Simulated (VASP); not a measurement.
Crystal: CdS.

```
Cd S
1.0
     4.26117    0.00000    0.00000
    -2.13058    3.69028    0.00000
     0.00000    0.00000    5.80417
Cd S
1 1
Direct
  0.00000 0.00000 0.44269
  0.66667 0.33333 0.43431
```

```yaml
Program: VASP 6.6.1
Task: relaxation of cell and atoms
Functional: LDA
Potentials_or_basis: VASP PAW LDA potentials, release 64 (Cd, S)
Cutoff: 600 eV
k_mesh: 7 × 7 × 5
Occupations: fermi-dirac, width 0.05 eV
Spin: no spin polarisation
```

At the start: pressure -2.3 GPa; volume 45.64 Å³/atom.

Where does the relaxation end?

Over 37 steps the energy falls by 43.7 meV/atom and the volume is 31.25 Å³/atom (-31.5 %); space group P-6m2 (No. 187, to 0.1 Å) before and after.

The path:
```
step  energy change (eV)  largest force (eV/Å)  pressure (GPa)  volume (Å³)
   1              0.0000                0.0235           -2.28        91.27
   2             -0.0110                0.0169            2.43        82.89
   3             -0.0513                0.0044           -0.08        86.64
   4             -0.0513                0.0040           -0.01        86.55
   5             -0.0514                0.0044           -0.07        86.52
   6             -0.0514                0.0051           -0.18        86.48
   7             -0.0515                0.0051           -0.18        86.45
   8             -0.0515                0.0051           -0.19        86.34
   9             -0.0517                0.0050           -0.21        86.13
  10             -0.0520                0.0050           -0.26        85.72
  11             -0.0527                0.0050           -0.32        84.88
  12             -0.0539                0.0047           -0.47        83.20
  13             -0.0564                0.0032           -0.78        79.82
  14             -0.0615                0.0003           -1.49        72.92
  15             -0.0257                0.0011           -2.55        58.65
  16             -0.0619                0.0015           -1.54        72.43
  17             -0.0623                0.0006           -2.25        65.62
  18             -0.0627                0.0013           -1.67        71.22
  19             -0.0627                0.0013           -1.67        71.18
  20             -0.0629                0.0011           -1.69        71.06
  21             -0.0633                0.0010           -1.72        70.80
  22             -0.0640                0.0007           -1.73        70.30
  23             -0.0653                0.0004           -1.78        69.29
  24             -0.0674                0.0003           -1.89        67.26
  25             -0.0667                0.0001           -2.06        63.19
  26             -0.0682                0.0005           -1.97        65.95
  27             -0.0699                0.0004           -1.90        65.71
  28             -0.0744                0.0000           -1.66        65.00
  29             -0.0815                0.0010           -1.17        63.59
  30             -0.0866                0.0049           -0.02        60.82
  31             -0.0867                0.0044           -0.12        61.08
  32             -0.0867                0.0042           -0.19        61.18
  33             -0.0868                0.0041           -0.18        61.25
  34             -0.0870                0.0040           -0.12        61.46
  35             -0.0874                0.0037           -0.11        61.87
  36             -0.0874                0.0036           -0.05        62.08
  37             -0.0874                0.0033           -0.03        62.49
```

Final structure:
```
CELL_PARAMETERS angstrom
4.15221 0.00000 0.00000
-2.07611 3.59592 0.00000
0.00000 0.00000 4.18539
ATOMIC_POSITIONS crystal
Cd 0.00000 0.00000 0.43683
S 0.66667 0.33333 0.44017
```

Caveat: the volume moved by over 15 % at a fixed basis, so the end points are rough.
